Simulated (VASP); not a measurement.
# Al12H in VASP: relaxation of the atoms with PBE

Aim: the relaxation of the atoms of Al12H with PBE.

Everything below comes from runs of VASP 6.6.1. Logs are shortened: lines on timing, memory, paths and dates and some standing lists are left out, and cuts for length are marked.

**1. The cell of the first run**

The cell holds a slab with vacuum, 13 atoms: a = 5.714 Å, b = 5.714 Å, c = 20.102 Å, α = 90.00°, β = 90.00°, γ = 120.00°.

**2. Relaxation of the atoms, PBE**

Contents of INCAR:

```
PREC = Accurate
ENCUT = 450
EDIFF = 1E-7
ISMEAR = 0
SIGMA = 0.1
LREAL = F
LASPH = T
NELM = 120
ALGO = Normal
ISIF = 2
LWAVE = F
LCHARG = F
LDIPOL = T
IDIPOL = 3
DIPOL = 0.5 0.5 0.326
GGA = PE
IBRION = 2
NSW = 36
EDIFFG = -0.025
GGA_COMPAT = F
NELMIN = 4
NELMDL = -8
KPAR = 4
```

Contents of KPOINTS:

```
Automatic mesh
0
Gamma
  6 6 1
```

Contents of POSCAR:

```
Al12H
1.0
    5.7143028096      0.0000000000      0.0000000000
   -2.8571514048      4.9487313980      0.0000000000
    0.0000000000      0.0000000000     20.1016424997
Al H
12 1
Selective dynamics
Direct
    0.3333333333      0.1666666667      0.1989887145  F F F
    0.3333333333      0.6666666667      0.1989887145  F F F
    0.8333333333      0.1666666667      0.1989887145  F F F
    0.8333333333      0.6666666667      0.1989887145  F F F
    0.1666666667      0.3333333333      0.3134533090  F F F
    0.1666666667      0.8333333333      0.3134533090  F F F
    0.6666666667      0.3333333333      0.3134533090  F F F
    0.6666666667      0.8333333333      0.3134533090  F F F
    0.0000000000      0.0000000000      0.4279074459  F F F
    0.0000000000      0.5000000000      0.4279074459  F F F
    0.5000000000      0.0000000000      0.4279074459  F F F
    0.5000000000      0.5000000000      0.4279074459  F F F
    0.2500000000      0.1666666667      0.4790172873  F F T
```

Potentials or basis: VASP PAW PBE potentials, release 64 (Al, H).

Launch:

```console
cat potpaw_PBE.64/Al/POTCAR potpaw_PBE.64/H/POTCAR > POTCAR
mpirun -np 4 vasp_std > vasp.out
```

OUTCAR:

```text
PREC = Accurate
   ENCUT = 450
   EDIFF = 1E-7
   ISMEAR = 0
   LREAL = F
   LASPH = T
   NELM = 120
   ISIF = 2
   GGA = PE
   IBRION = 2
   NSW = 36
   EDIFFG = -0.025
   NELMIN = 4
   NELMDL = -8

 ion  position               nearest neighbor table
   1  0.333  0.167  0.199-   5 2.83   6 2.83   7 2.83   4 2.86   2 2.86   2 2.86   4 2.86   3 2.86
                             3 2.86
   2  0.333  0.667  0.199-   6 2.83   5 2.83   8 2.83   3 2.86   1 2.86   1 2.86   3 2.86   4 2.86
                             4 2.86
   3  0.833  0.167  0.199-   7 2.83   8 2.83   5 2.83   4 2.86   2 2.86   4 2.86   2 2.86   1 2.86
                             1 2.86
   4  0.833  0.667  0.199-   8 2.83   7 2.83   6 2.83   3 2.86   1 2.86   3 2.86   1 2.86   2 2.86
                             2 2.86
   5  0.167  0.333  0.313-   9 2.83  12 2.83  10 2.83   1 2.83   2 2.83   3 2.83   8 2.86   6 2.86
                             6 2.86   8 2.86   7 2.86   7 2.86
   6  0.167  0.833  0.313-  10 2.83  11 2.83   9 2.83   2 2.83   1 2.83   4 2.83   7 2.86   5 2.86
                             5 2.86   7 2.86   8 2.86   8 2.86
   7  0.667  0.333  0.313-  11 2.83  10 2.83  12 2.83   3 2.83   4 2.83   1 2.83   8 2.86   6 2.86
                             8 2.86   6 2.86   5 2.86   5 2.86
   8  0.667  0.833  0.313-  12 2.83   9 2.83  11 2.83   4 2.83   3 2.83   2 2.83   7 2.86   5 2.86
                             7 2.86   5 2.86   6 2.86   6 2.86
   9  0.000  0.000  0.428-  13 1.63   5 2.83   8 2.83   6 2.83  12 2.86  10 2.86  10 2.86  12 2.86
                            11 2.86  11 2.86
  10  0.000  0.500  0.428-   6 2.83   7 2.83   5 2.83   9 2.86  11 2.86   9 2.86  11 2.86  12 2.86
                            12 2.86
  11  0.500  0.000  0.428-   7 2.83   6 2.83   8 2.83  10 2.86  12 2.86  12 2.86  10 2.86   9 2.86
                             9 2.86
  12  0.500  0.500  0.428-  13 2.00   8 2.83   5 2.83   7 2.83  11 2.86   9 2.86  11 2.86   9 2.86
                            10 2.86  10 2.86
  13  0.250  0.167  0.479-   9 1.63  12 2.00

  LATTYP: Found a hexagonal cell.
 ALAT       =     5.7143028096
 C/A-ratio  =     3.5177769134

  Lattice vectors:

 A1 = (   5.7143028096,   0.0000000000,   0.0000000000)
 A2 = (  -2.8571514048,   4.9487313980,   0.0000000000)
 A3 = (   0.0000000000,   0.0000000000,  20.1016424997)

Analysis of symmetry for initial positions (statically):
=====================================================================
 Subroutine PRICEL returns:
 Original cell was already a primitive cell.

 Routine SETGRP: Setting up the symmetry group for a
 hexagonal supercell.

 Subroutine GETGRP returns: Found  1 space group operations
 (whereof  1 operations were pure point group operations)
 out of a pool of 24 trial point group operations.

The static configuration has the point symmetry C_1 .

Analysis of symmetry for dynamics (positions and initial velocities):
=====================================================================
 Subroutine PRICEL returns:
 Original cell was already a primitive cell.

 Routine SETGRP: Setting up the symmetry group for a
 hexagonal supercell.

 Subroutine GETGRP returns: Found  1 space group operations
 (whereof  1 operations were pure point group operations)
 out of a pool of 24 trial point group operations.

The dynamic configuration has the point symmetry C_1 .

Analysis of constrained symmetry for selective dynamics:
=====================================================================
 Subroutine PRICEL returns:
 Original cell was already a primitive cell.

 Routine SETGRP: Setting up the symmetry group for a
 hexagonal supercell.

 Subroutine GETGRP returns: Found  1 space group operations
 (whereof  1 operations were pure point group operations)
 out of a pool of 24 trial point group operations.

The constrained configuration has the point symmetry C_1 .

 Subroutine INISYM returns: Found  1 space group operations
 (whereof  1 operations are pure point group operations),
 and found     1 'primitive' translations

----------------------------------------------------------------------------------------

                                     Primitive cell

  volume of cell :     568.4453

  direct lattice vectors                    reciprocal lattice vectors
     5.714302810  0.000000000  0.000000000     0.174999476  0.101035995  0.000000000
    -2.857151405  4.948731398  0.000000000     0.000000000  0.202071990  0.000000000
     0.000000000  0.000000000 20.101642500     0.000000000  0.000000000  0.049747179

  length of vectors
     5.714302810  5.714302810 20.101642500     0.202071990  0.202071990  0.049747179

  position of ions in fractional coordinates (direct lattice)
     0.333333333  0.166666667  0.198988714
     0.333333333  0.666666667  0.198988714
     0.833333333  0.166666667  0.198988714
     0.833333333  0.666666667  0.198988714
     0.166666667  0.333333333  0.313453309
     0.166666667  0.833333333  0.313453309
     0.666666667  0.333333333  0.313453309
     0.666666667  0.833333333  0.313453309
     0.000000000  0.000000000  0.427907446
     0.000000000  0.500000000  0.427907446
     0.500000000  0.000000000  0.427907446
     0.500000000  0.500000000  0.427907446
[... 28 lines left out ...]
  Cartesian coordinates                     Fractional coordinates (reciprocal lattice)
     0.029166579  0.016839332  0.000000000     0.166666667  0.000000000  0.000000000
     0.000000000  0.033678665  0.000000000     0.000000000  0.166666667  0.000000000
     0.000000000  0.000000000  0.049747179     0.000000000  0.000000000  1.000000000

  Length of vectors
     0.033678665  0.033678665  0.049747179

  Shift w.r.t. Gamma in fractional coordinates (k-lattice)
     0.000000000  0.000000000  0.000000000

 Subroutine IBZKPT returns following result:
 ===========================================

 Found     20 irreducible k-points:

 Following reciprocal coordinates:
            Coordinates               Weight
  0.000000  0.000000  0.000000      1.000000
  0.166667  0.000000  0.000000      2.000000
  0.000000  0.166667  0.000000      2.000000
 -0.166667  0.166667  0.000000      2.000000
  0.333333  0.000000  0.000000      2.000000
  0.000000  0.333333  0.000000      2.000000
[... 12 lines left out ...]
  0.500000 -0.166667  0.000000      2.000000
  0.333333  0.333333  0.000000      2.000000
   k-points           NKPTS =     20   k-points in BZ     NKDIM =     20   number of bands    NBANDS=     25
   number of dos      NEDOS =    301   number of ions     NIONS =     13
   total plane-waves  NPLWV = 224000
   dimension x,y,z NGX =    40 NGY =   40 NGZ =  140
   dimension x,y,z NGXF=    80 NGYF=   80 NGZF=  280
   ions per type =              12   1
   NGX,Y,Z   is equivalent  to a cutoff of  11.64, 11.64, 11.58 a.u.
   NGXF,Y,Z  is equivalent  to a cutoff of  23.27, 23.27, 23.16 a.u.
 SYSTEM =  unknown system
   PREC   = accura    normal or accurate (medium, high low for compatibility)
   ISTART =      0    job   : 0-new  1-cont  2-samecut
   ICHARG =      2    charge: 1-file 2-atom 10-const
   ISPIN  =      1    spin polarized calculation?
   LNONCOLLINEAR =      F non collinear calculations
   LSORBIT =      F    spin-orbit coupling
   LASPH  =      T    aspherical Exc in radial PAW
   ENCUT  =  450.0 eV  33.07 Ry    5.75 a.u.   9.88  9.88 34.77*2*pi/ulx,y,z
   NELM   =    120;   NELMIN=  4; NELMDL= -8     # of ELM steps
   EDIFF  = 0.1E-06   stopping-criterion for ELM
   LREAL  =      F    real-space projection
   EDIFFG = -.3E-01   stopping-criterion for IOM
   NSW    =     36    number of steps for IOM
   IBRION =      2    ionic relax: 0-MD 1-quasi-New 2-CG
   NFREE  =      1    steps in history (QN), initial steepest desc. (CG)
   ISIF   =      2    stress and relaxation
   ISYM   =      2    0-nonsym 1-usesym 2-fastsym
   POTIM  = 0.5000    time-step for ionic-motion
   TEBEG  =    0.0;   TEEND  =   0.0 temperature during run
   PSTRESS=    0.0 pullay stress
   NELECT =      37.0000    total number of electrons
   NUPDOWN=      -1.0000    fix difference up-down
   EMIN   =  10.00;   EMAX   =-10.00  energy-range for DOS
   EFERMI =   0.00;   METHOD = LEGACY
   ISMEAR =     0;   SIGMA  =   0.10  broadening in eV -4-tet -1-fermi 0-gaus
   EFERMI_NEDOS =   21; number of points for ismear=-14 and -15
   IALGO  =     38    algorithm
   IMIX   =      4    mixing-type and parameters
     AMIX     =   0.40;   BMIX     =  1.00
     AMIX_MAG =   1.60;   BMIX_MAG =  1.00
  volume/ion in A,a.u.               =      43.73       295.08
  Fermi-wavevector in a.u.,A,eV,Ry     =   0.658535  1.244452  5.900425  0.433669
  Thomas-Fermi vector in A             =   1.730388
   LORBIT       =      0    0 simple, 1 ext, 2 COOP (PROOUT), +10 PAW based schemes
   GGA     = PE    functional components
   LHFCALC =     F    Hartree Fock is set to
   AEXX    =    0.0000 exact exchange contribution
   IVDW    =     0    specifies the selected vdW correction
   LEPSILON=     F    determine dielectric tensor
   LRPA    =     F    only Hartree local field effects (RPA)
 conjugate gradient relaxation of ions
 non-spin polarized calculation
 Gauss-broadening in eV      SIGMA  =   0.10
  energy-cutoff  :      450.00
  volume of cell :      568.45
 maximum number of plane-waves:     12344
   NGX = 19   NGY = 19   NGZ = 69

--------------------------------------- Ionic step        1  -------------------------------------------

 number of electron      37.0000000 magnetization

 Free energy of the ion-electron system (eV)
  ---------------------------------------------------
  ext. energy  EPLUGINS =         0.00000000
  ---------------------------------------------------
  free energy    TOTEN  =       -45.09664807 eV

  energy without entropy =      -45.07465387  energy(sigma->0) =      -45.08565097

------------------------ aborting loop because EDIFF is reached ----------------------------------------

  FORCE on cell =-STRESS in cart. coord.  units (eV):
  Direction    XX          YY          ZZ          XY          YZ          ZX
  --------------------------------------------------------------------------------------
  -------------------------------------------------------------------------------------
  Total       -1.7421289     -2.2058220      1.1097138      0.4648040      0.3955835      0.7036252
  in kB       -4.9102340     -6.2171648      3.1277562      1.3100618      1.1149619      1.9831853
  external PRESSURE =      -2.6665475 kB  Pullay stress =       0.0000000 kB
[... 75 lines left out ...]
  FREE ENERGIE OF THE ION-ELECTRON SYSTEM (eV)
  ---------------------------------------------------
  free  energy   TOTEN  =       -45.1094339680 eV

  energy  without entropy=      -45.0883981060  energy(sigma->0) =      -45.09891604

 dipolmoment           0.000000      0.000000     -0.003436 electrons x Angstroem

--------------------------------------- Ionic step        3  -------------------------------------------

 number of electron      36.9999999 magnetization

------------------------ aborting loop because EDIFF is reached ----------------------------------------
[... 42 lines left out ...]
--------------------------------------- Ionic step        4  -------------------------------------------

 number of electron      37.0000000 magnetization

 dipolmoment           0.000000      0.000000      0.003784 electrons x Angstroem

 Free energy of the ion-electron system (eV)
  ---------------------------------------------------
  ext. energy  EPLUGINS =         0.00000000
  ---------------------------------------------------
  free energy    TOTEN  =       -45.13048426 eV

  energy without entropy =      -45.11300236  energy(sigma->0) =      -45.12174331

 E-fermi :   0.2791     XC(G=0):  -4.4631

 val. band max:        0.2510005694   @ k =  -0.1667   0.3333   0.0000
 cond. band min:       0.3004687059   @ k =  -0.3333   0.1667   0.0000
 fundamental gap:      0.0494681365
 Fermi energy:         0.2791057168

 k-point     1 :       0.0000    0.0000    0.0000
  band No.  band energies     occupation
      1     -10.3721      2.00000
      2      -8.8159      2.00000
      3      -6.5022      2.00000
      4      -4.8637      2.00000
      5      -4.4559      2.00000
      6      -4.4468      2.00000
[... 549 lines left out ...]
     24       2.3523      0.00000
     25       3.0264      0.00000

------------------------ aborting loop because EDIFF is reached ----------------------------------------

 vacuum level on the upper side and lower side of the slab       (xc-potential included)        -0.012        -0.043

  FORCE on cell =-STRESS in cart. coord.  units (eV):
  Direction    XX          YY          ZZ          XY          YZ          ZX
  --------------------------------------------------------------------------------------
  -------------------------------------------------------------------------------------
  Total       -2.3031543     -2.7667824      0.6700755      0.1006300      0.1567898      0.3321783
  in kB       -6.4914980     -7.7982456      1.8886245      0.2836282      0.4419159      0.9362529
  external PRESSURE =      -4.1337064 kB  Pullay stress =       0.0000000 kB
[... 28 lines left out ...]
  FREE ENERGIE OF THE ION-ELECTRON SYSTEM (eV)
  ---------------------------------------------------
  free  energy   TOTEN  =       -45.1304842635 eV

  energy  without entropy=      -45.1130023558  energy(sigma->0) =      -45.12174331

 reached required accuracy - stopping structural energy minimisation

 vacuum level on the upper side and lower side of the slab         4.231         4.201
```

Run time: 5.9 min. Hardware: 4 MPI ranks of AMD EPYC 7R43 (Zen 3), shared host; peak memory 0.61 GiB.

What came out:

```yaml
Free_energy: -45.1305 eV
Energy_gained_by_relaxing: 2.6 meV/atom
Ionic_steps: 4
Band_gap_on_the_k_mesh: zero (an odd number of electrons rules out a gap without spin polarisation)
```

The path:
| step | energy change (eV) | largest force on free atoms (eV/Å) | pressure (GPa) |
| --- | --- | --- | --- |
| 1 | 0.0000 | 0.5454 | -0.27 |
| 2 | -0.0128 | 0.4272 | -0.30 |
| 3 | -0.0329 | 0.0871 | -0.39 |
| 4 | -0.0338 | 0.0039 | -0.41 |

Final structure:
```
Al H
1.0
     5.71430    0.00000    0.00000
    -2.85715    4.94873    0.00000
     0.00000    0.00000   20.10164
Al H
12 1
Direct
  0.33333 0.16667 0.19899
  0.33333 0.66667 0.19899
  0.83333 0.16667 0.19899
  0.83333 0.66667 0.19899
  0.16667 0.33333 0.31345
  0.16667 0.83333 0.31345
  0.66667 0.33333 0.31345
  0.66667 0.83333 0.31345
  0.00000 0.00000 0.42791
  0.00000 0.50000 0.42791
  0.50000 0.00000 0.42791
  0.50000 0.50000 0.42791
  0.25000 0.16667 0.48526
```

Levels at points of the mesh, in eV from the Fermi level:
| k point | band 15 | band 16 | band 17 | band 18 | band 19 | band 20 | band 21 | band 22 |
| --- | --- | --- | --- | --- | --- | --- | --- | --- |
| (0.00, 0.00, 0.00) | -2.78 | -2.76 | -1.49 | -0.48 | -0.44 | -0.27 | -0.22 | -0.17 |
| (0.50, 0.00, 0.00) | -0.68 | -0.52 | -0.46 | -0.25 | 0.33 | 0.91 | 1.10 | 1.22 |
| (0.00, 0.50, 0.00) | -0.65 | -0.52 | -0.39 | -0.25 | 0.31 | 0.90 | 0.96 | 1.24 |
| (0.50, 0.50, 0.00) | -0.65 | -0.53 | -0.33 | -0.25 | 0.38 | 0.89 | 0.94 | 1.21 |
